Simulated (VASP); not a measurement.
Set up this calculation in VASP 6.6.1, as the native input.

| Property | Result |
| --- | --- |
| Task | single point |
| Functional | PBE |
| Potentials or basis | VASP PAW PBE potentials, release 64 (C) |
| Cutoff | 520 eV |
| k mesh | 6 × 6 × 20 |
| Occupations | fermi-dirac, width 0.05 eV |
| Spin | no spin polarisation |
| Dipole correction | no |
| Further INCAR settings | ALGO = Normal; EDIFF = 1e-07; NBANDS = 8 |

The structure of C lies in POSCAR:

```
C
1.0
    4.3386258936      0.0000000000      0.0000000000
    0.0000000000      4.3386258936      0.0000000000
    0.0000000000      0.0000000000      1.3074393261
C
1
Direct
    0.5000000000      0.5000000000      0.5000000000
```

These files were run (other wordings do the same):

INCAR

```
SYSTEM = C
PREC = Accurate ; ENCUT = 520
EDIFF = 1E-7 ; ISMEAR = -1
SIGMA = 0.05 ; LREAL = .FALSE.
LASPH = .TRUE. ; NELM = 80
ALGO = Normal ; ISIF = 2
LWAVE = .FALSE. ; LCHARG = .FALSE.
GGA = PE ; NBANDS = 8
```

KPOINTS

```
Automatic mesh
0
G
  6 6 20
  0 0 0
```

Potentials or basis: VASP PAW PBE potentials, release 64 (C).

The run is started by

```sh
$ cat potpaw_PBE.64/C/POTCAR > POTCAR
$ mpirun -np 1 vasp_std > vasp.out
```

It gave:

```json
{
  "Pressure": "-4.9 GPa",
  "Band gap on the k mesh": "zero (band 2 reaches 6.17 eV, above the bottom of band 3 at -7.21 eV)"
}
```

It took 6.1 s on 1 thread of AMD EPYC 9R45 96-Core Processor (Zen 5), with other jobs on the host, peak memory 0.1 GiB.
